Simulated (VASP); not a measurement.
# TiO2 (C2/c) in VASP: further runs

Runs on TiO2. Level: LDA. Tasks: single point, relaxation of cell and atoms.

All numbers are computed with VASP 6.6.1; they aren't measurements. Logs are shortened: lines on timing, memory, paths and dates and some standing lists are left out, and cuts for length are marked.

## 1. The cell of the first run

Symmetry: C2/c, No. 15, monoclinic system. Conventional cell: a = 5.412 Å, b = 5.413 Å, c = 5.472 Å, α = 90.00°, β = 118.77°, γ = 90.00°. Within 2.6 Å of Ti (site symmetry 2) lie 6 O at 1.93 to 2.00 Å. O (site symmetry 1) has 3 Ti at 1.93 to 2.00 Å and 2 O at 2.50 Å within 2.6 Å.

## 2. Single point, LDA, collinear spin

INCAR reads:

```
SYSTEM = TiO2
PREC     = Accurate       ! precision mode
ENCUT    = 520            ! plane-wave cutoff, eV
EDIFF    = 1E-6           ! SCF threshold, eV
ISMEAR   = 0              ! smearing method
SIGMA    = 0.1            ! smearing width, eV
LREAL    = .False.        ! projectors in reciprocal space
LASPH    = .True.         ! aspherical terms in the spheres
NELM     = 150            ! most SCF steps
ALGO     = Normal         ! electronic algorithm
ISIF     = 2              ! what is computed and relaxed
LWAVE    = .False.        ! write WAVECAR
LCHARG   = .True.         ! write CHGCAR
ISPIN    = 2              ! spin polarisation
MAGMOM   = 1 1 0 0 0 0    ! initial moments
LORBIT   = 11             ! projections on sites
LMAXMIX  = 4              ! l up to which the mixer works
GGA      = CA             ! functional
LELF     = .True.         ! ELF
LVHAR    = .True.       
NBANDS   = 37             ! bands
```

KPOINTS reads:

```
regular mesh
0
Gamma
  6 6 4
  0 0 0
```

POSCAR reads:

```
TiO2
1.0
    2.7060340000     -2.7066550000      0.0000000000
    2.7060340000      2.7066550000      0.0000000000
   -2.6335310000      0.0000000000      4.7966370000
Ti O
2 4
Direct
    0.1341100000      0.8658900000      0.2500000000
    0.8658900000      0.1341100000      0.7500000000
    0.3312210000      0.0887550000      0.6671490000
    0.6687790000      0.9112450000      0.3328510000
    0.9112450000      0.6687790000      0.8328510000
    0.0887550000      0.3312210000      0.1671490000
```

Potentials or basis: VASP PAW LDA potentials, release 64 (Ti_sv, O).

Run with:

```bash
$ cat potpaw_LDA.64/Ti_sv/POTCAR potpaw_LDA.64/O/POTCAR > POTCAR
$ mpirun -np 1 vasp_std > vasp.out
```

OUTCAR:

```text
SYSTEM = TiO2
   PREC = Accurate
   ENCUT = 520
   EDIFF = 1E-6
   ISMEAR = 0
   LREAL = .False.
   LASPH = .True.
   NELM = 150
   ISIF = 2
   ISPIN = 2
   LORBIT = 11
   GGA = CA

 ion  position               nearest neighbor table
   1  0.134  0.866  0.250-   4 1.93   6 1.93   6 1.98   4 1.98   3 2.00   5 2.00
   2  0.866  0.134  0.750-   5 1.93   3 1.93   5 1.98   3 1.98   6 2.00   4 2.00
   3  0.331  0.089  0.667-   2 1.93   2 1.98   1 2.00
   4  0.669  0.911  0.333-   1 1.93   1 1.98   2 2.00
   5  0.911  0.669  0.833-   2 1.93   2 1.98   1 2.00
   6  0.089  0.331  0.167-   1 1.93   1 1.98   2 2.00

  LATTYP: Found a base centered monoclinic cell.
 ALAT       =     5.4120680000
 B/A-ratio  =     1.0002294871
 C/A-ratio  =     1.0110809974
 COS(beta)  =    -0.4812705001

  Lattice vectors:

 A1 = (   2.7060340000,  -2.7066550000,   0.0000000000)
 A2 = (   2.7060340000,   2.7066550000,   0.0000000000)
 A3 = (  -2.6335310000,   0.0000000000,   4.7966370000)

Analysis of symmetry for initial positions (statically):
=====================================================================
 Subroutine PRICEL returns:
 Original cell was already a primitive cell.

 Routine SETGRP: Setting up the symmetry group for a
 base centered monoclinic supercell.

 Subroutine GETGRP returns: Found  4 space group operations
 (whereof  2 operations were pure point group operations)
 out of a pool of  4 trial point group operations.

The static configuration has the point symmetry S_2 .
 The point group associated with its full space group is C_2h.

Analysis of symmetry for dynamics (positions and initial velocities):
=====================================================================
 Subroutine PRICEL returns:
 Original cell was already a primitive cell.

 Routine SETGRP: Setting up the symmetry group for a
 base centered monoclinic supercell.

 Subroutine GETGRP returns: Found  4 space group operations
 (whereof  2 operations were pure point group operations)
 out of a pool of  4 trial point group operations.

The dynamic configuration has the point symmetry S_2 .
 The point group associated with its full space group is C_2h.

Analysis of structural, dynamic, and magnetic symmetry:
=====================================================================
 Subroutine PRICEL returns:
 Original cell was already a primitive cell.

 Routine SETGRP: Setting up the symmetry group for a
 base centered monoclinic supercell.

 Subroutine GETGRP returns: Found  4 space group operations
 (whereof  2 operations were pure point group operations)
 out of a pool of  4 trial point group operations.

[... 150 lines left out ...]

 Free energy of the ion-electron system (eV)
  ---------------------------------------------------
  ext. energy  EPLUGINS =         0.00000000
  ---------------------------------------------------
  free energy    TOTEN  =       -58.68396075 eV

  energy without entropy =      -58.68396075  energy(sigma->0) =      -58.68396075

 E-fermi :   3.4290     XC(G=0): -11.1906

 val. band max:        2.7942229297   @ k =   0.5000   0.5000   0.0000
 cond. band min:       4.7446082467   @ k =   0.0000   0.0000   0.0000
 fundamental gap:      1.9503853171
 Fermi energy:         3.4290212099

 spin component 1

 k-point     1 :       0.0000    0.0000    0.0000
  band No.  band energies     occupation
      1     -52.9714      1.00000
      2     -52.9146      1.00000
      3     -29.8084      1.00000
      4     -29.5810      1.00000
      5     -29.5807      1.00000
      6     -29.5166      1.00000
[... 925 lines left out ...]
     35      11.1598      0.00000
     36      13.8351      0.00000

 [... further k-points ...]

 spin component 2

 k-point     1 :       0.0000    0.0000    0.0000
  band No.  band energies     occupation
      1     -52.9714      1.00000
      2     -52.9146      1.00000
      3     -29.8084      1.00000
      4     -29.5810      1.00000
      5     -29.5807      1.00000
      6     -29.5166      1.00000
[... 925 lines left out ...]
     35      11.1598      0.00000
     36      13.8351      0.00000

 [... further k-points ...]

 [bands above 36 left out]

------------------------ aborting loop because EDIFF is reached ----------------------------------------

  FORCE on cell =-STRESS in cart. coord.  units (eV):
  Direction    XX          YY          ZZ          XY          YZ          ZX
  --------------------------------------------------------------------------------------
  -------------------------------------------------------------------------------------
  Total       -5.2407073     -5.2561099     -5.1269453      0.0000000      0.0000000     -0.1826748
  in kB     -119.4998858   -119.8510991   -116.9058556      0.0000000      0.0000000     -4.1653959
  external PRESSURE =    -118.7522802 kB  Pullay stress =       0.0000000 kB

 VOLUME and BASIS-vectors are now :
 -----------------------------------------------------------------------------
  energy-cutoff  :      520.00
  volume of cell :       70.26
      direct lattice vectors                 reciprocal lattice vectors
     2.706034000 -2.706655000  0.000000000     0.184772253 -0.184729860  0.101446796
     2.706034000  2.706655000  0.000000000     0.184772253  0.184729860  0.101446796
    -2.633531000  0.000000000  4.796637000     0.000000000  0.000000000  0.208479399

 POSITION                                       TOTAL-FORCE (eV/Angst)
 -----------------------------------------------------------------------------------
      2.04765      1.98068      1.19916        -0.000000      0.067030      0.000000
      0.73089     -1.98068      3.59748        -0.000000     -0.067030      0.000000
     -0.62049     -0.65627      3.20007         0.010999     -0.044313     -0.310514
      3.39903      0.65627      1.59657        -0.010999      0.044313      0.310514
      2.08226     -0.65627      3.99488        -0.010999     -0.044313      0.310514
      0.69628      0.65627      0.80175         0.010999      0.044313     -0.310514
 -----------------------------------------------------------------------------------
    total drift:                               -0.000000      0.000000     -0.000000

  FREE ENERGIE OF THE ION-ELECTRON SYSTEM (eV)
  ---------------------------------------------------
  free  energy   TOTEN  =       -58.6839607488 eV

  energy  without entropy=      -58.6839607488  energy(sigma->0) =      -58.68396075

 total charge

# of ion       s       p       d       tot
------------------------------------------
    1        2.220   6.285   1.741  10.246
    2        2.220   6.285   1.741  10.246
    3        1.559   3.464   0.000   5.023
    4        1.559   3.464   0.000   5.023
    5        1.559   3.464   0.000   5.023
    6        1.559   3.464   0.000   5.023
--------------------------------------------------
tot         10.675  26.426   3.482  40.582

 magnetization (x)

# of ion       s       p       d       tot
------------------------------------------
    1       -0.000   0.000  -0.000  -0.000
    2       -0.000   0.000  -0.000  -0.000
    3       -0.000   0.000   0.000   0.000
    4       -0.000   0.000   0.000   0.000
    5       -0.000   0.000   0.000   0.000
    6       -0.000   0.000   0.000   0.000
--------------------------------------------------
tot         -0.000   0.000  -0.000  -0.000
```

OSZICAR:

```text
N       E                     dE             d eps       ncg     rms          rms(c)
DAV:   1     0.641109831471E+03    0.64111E+03   -0.23957E+04  6956   0.150E+03
[... 11 lines left out ...]
DAV:  13    -0.586844888365E+02    0.86893E-03   -0.18582E-03  8100   0.255E-01    0.286E-01
DAV:  14    -0.586842298243E+02    0.25901E-03   -0.26702E-04  7888   0.957E-02    0.178E-01
DAV:  15    -0.586840135590E+02    0.21627E-03   -0.29394E-04  7666   0.883E-02    0.748E-02
DAV:  16    -0.586839667934E+02    0.46766E-04   -0.78575E-05  8425   0.476E-02    0.276E-02
DAV:  17    -0.586839628793E+02    0.39141E-05   -0.87438E-06  7605   0.147E-02    0.146E-02
DAV:  18    -0.586839615646E+02    0.13147E-05   -0.11339E-06  3952   0.674E-03    0.105E-02
DAV:  19    -0.586839607488E+02    0.81585E-06   -0.19186E-06  5014   0.738E-03
   1 F= -.58683961E+02 E0= -.58683961E+02  d E =-.168716E-20  mag=    -0.0000
```

Run time: 2.1 min. Hardware: 1 thread of AMD EPYC 9R45 (Zen 5), shared host; peak memory 0.24 GiB.

What came out:

```yaml
Free_energy: -58.6840 eV
Pressure: -11.9 GPa
Largest_force: 0.314 eV/Å
Band_gap_on_the_k_mesh: 1.95 eV (least direct gap 2.28 eV)
Net_moment: 0.00 μB per cell
Valence_electrons_inside_the_program's_atomic_spheres: Ti 10.25; O 5.02
```

Forces in eV/Å, atoms in the order of the input:
```
Ti   0.000  0.067  0.000
Ti   0.000 -0.067  0.000
O    0.011 -0.044 -0.311
O   -0.011  0.044  0.311
O   -0.011 -0.044  0.311
O    0.011  0.044 -0.311
```

Levels at points of the mesh, in eV from the valence-band top:
Spin up:
```
           k point  band 21  band 22  band 23  band 24  band 25  band 26  band 27  band 28
(0.00, 0.00, 0.00)    -0.78    -0.72    -0.45    -0.44     1.95     2.69     3.73     3.74
(0.50, 0.00, 0.00)    -1.89    -0.92    -0.88    -0.62     3.11     3.27     3.31     3.55
(0.50, 0.50, 0.00)    -2.20    -1.89    -0.01     0.00     3.14     3.18     3.46     3.80
(0.00, 0.00, 0.50)    -1.25    -1.25    -0.13    -0.13     2.31     2.31     3.56     3.56
(0.50, 0.00, 0.50)    -1.88    -0.91    -0.87    -0.62     2.97     3.38     3.40     3.44
(0.50, 0.50, 0.50)    -2.05    -2.05    -0.02    -0.02     3.16     3.16     3.64     3.64
```
Spin down:
| k point | band 20 | band 21 | band 22 | band 23 | band 24 | band 25 | band 26 | band 27 | band 28 | band 29 |
| --- | --- | --- | --- | --- | --- | --- | --- | --- | --- | --- |
| (0.00, 0.00, 0.00) | -0.80 | -0.78 | -0.72 | -0.45 | -0.44 | 1.95 | 2.69 | 3.73 | 3.74 | 3.79 |
| (0.50, 0.00, 0.00) | -1.98 | -1.89 | -0.92 | -0.88 | -0.62 | 3.11 | 3.27 | 3.31 | 3.55 | 4.05 |
| (0.50, 0.50, 0.00) | -2.44 | -2.20 | -1.89 | -0.01 | 0.00 | 3.14 | 3.18 | 3.46 | 3.80 | 4.64 |
| (0.00, 0.00, 0.50) | -1.35 | -1.25 | -1.25 | -0.13 | -0.13 | 2.31 | 2.31 | 3.56 | 3.56 | 4.00 |
| (0.50, 0.00, 0.50) | -1.92 | -1.88 | -0.91 | -0.87 | -0.62 | 2.97 | 3.38 | 3.40 | 3.44 | 4.13 |
| (0.50, 0.50, 0.50) | -2.58 | -2.05 | -2.05 | -0.02 | -0.02 | 3.16 | 3.16 | 3.64 | 3.64 | 4.67 |

Caveat: the cell stands under tension. A k mesh can miss the band edges.

## 3. Relaxation of cell and atoms, LDA

INCAR reads:

```
  ALGO = Normal
  EDIFF = 1E-6
  EDIFFG = -0.05
  ENCUT = 600
  IBRION = 2
  ISIF = 3
  ISMEAR = 0
  LASPH = True
  LCHARG = False
  LREAL = False
  LWAVE = False
  NELM = 80
  NSW = 100
  PREC = Accurate
  SIGMA = 0.1
```

KPOINTS reads:

```
k-points
0
Gamma
  6 6 4
```

POSCAR is that of step 2.

Potentials or basis: VASP PAW LDA potentials, release 64 (Ti_sv, O).

Run with:

```bash
$ cat potpaw_LDA.64/Ti_sv/POTCAR potpaw_LDA.64/O/POTCAR > POTCAR
$ mpirun -np 1 vasp_std > vasp.out
```

It took 3.8 min on 1 thread of Intel Xeon 6975P-C (Granite Rapids), shared host; peak memory 0.25 GiB.

The run converged. Its results:

```
Free energy                           : -58.8563 eV
Relaxed volume                        : 11.05 Å³/atom
Relaxed cell                          : a = 3.747 Å, b = 3.747 Å, c = 5.388 Å, α = 109.86°, β = 109.86°, γ = 89.98°
Space group after relaxing (to 0.1 Å) : I4_1/amd (No. 141)
Energy gained by relaxing             : 27.3 meV/atom
Ionic steps                           : 9
Pressure after relaxing               : 0.0 GPa
Largest force after relaxing          : 0.022 eV/Å
Band gap on the k mesh                : 2.09 eV (least direct gap 2.40 eV)
```

Forces in eV/Å, atoms in the order of the input:
```
Ti   0.000  0.009  0.000
Ti   0.000 -0.009  0.000
O    0.012 -0.018  0.004
O   -0.012  0.018 -0.004
O   -0.012 -0.018 -0.004
O    0.012  0.018  0.004
```

Stress tensor (GPa, compression positive):
```
-0.10  0.00 -0.41
 0.00 -0.05  0.00
-0.41  0.00  0.10
```

The path:
| step | energy change (eV) | largest force (eV/Å) | pressure (GPa) | volume (Å³) |
| --- | --- | --- | --- | --- |
| 1 | 0.0000 | 0.3156 | -12.12 | 70.26 |
| 2 | 0.1539 | 0.8424 | 21.24 | 61.64 |
| 3 | -0.1569 | 0.1333 | -0.32 | 66.50 |
| 4 | -0.1569 | 0.1348 | -0.10 | 66.43 |
| 5 | -0.1605 | 0.1074 | 0.02 | 66.27 |
| 6 | -0.1605 | 0.1072 | 0.08 | 66.28 |
| 7 | -0.1616 | 0.0747 | 0.04 | 66.29 |
| 8 | -0.1625 | 0.0598 | -0.01 | 66.32 |
| 9 | -0.1635 | 0.0221 | -0.02 | 66.33 |

Final structure:
```yaml
crystal:
  lattice:
    - [2.64983, -2.64872, -0.00270]
    - [2.64983, 2.64872, -0.00270]
    - [-2.58362, 0.00000, 4.72779]
  atoms:
    - { symbol: Ti, position: [0.12853, 0.87147, 0.25000] }
    - { symbol: Ti, position: [0.87147, 0.12853, 0.75000] }
    - { symbol: O, position: [0.33114, 0.08768, 0.66638] }
    - { symbol: O, position: [0.66886, 0.91232, 0.33362] }
    - { symbol: O, position: [0.91232, 0.66886, 0.83362] }
    - { symbol: O, position: [0.08768, 0.33114, 0.16638] }
```

Levels at points of the mesh, in eV from the valence-band top:
| k point | band 22 | band 23 | band 24 | band 25 | band 26 | band 27 |
| --- | --- | --- | --- | --- | --- | --- |
| (0.00, 0.00, 0.00) | -0.71 | -0.48 | -0.47 | 2.09 | 2.89 | 4.09 |
| (0.50, 0.00, 0.00) | -1.00 | -0.79 | -0.62 | 3.31 | 3.63 | 3.65 |
| (0.50, 0.50, 0.00) | -2.04 | 0.00 | 0.00 | 3.40 | 3.45 | 3.85 |
| (0.00, 0.00, 0.50) | -1.25 | -0.08 | -0.08 | 2.47 | 2.47 | 3.87 |
| (0.50, 0.00, 0.50) | -0.99 | -0.79 | -0.62 | 3.28 | 3.63 | 3.68 |
| (0.50, 0.50, 0.50) | -2.14 | -0.01 | -0.01 | 3.42 | 3.42 | 3.94 |

Caveat: the relaxation stopped at a loose force limit of 0.05 eV/Å, so its end isn't a converged minimum. A k mesh can miss the band edges.

(Part 1 of 2 ends here.)
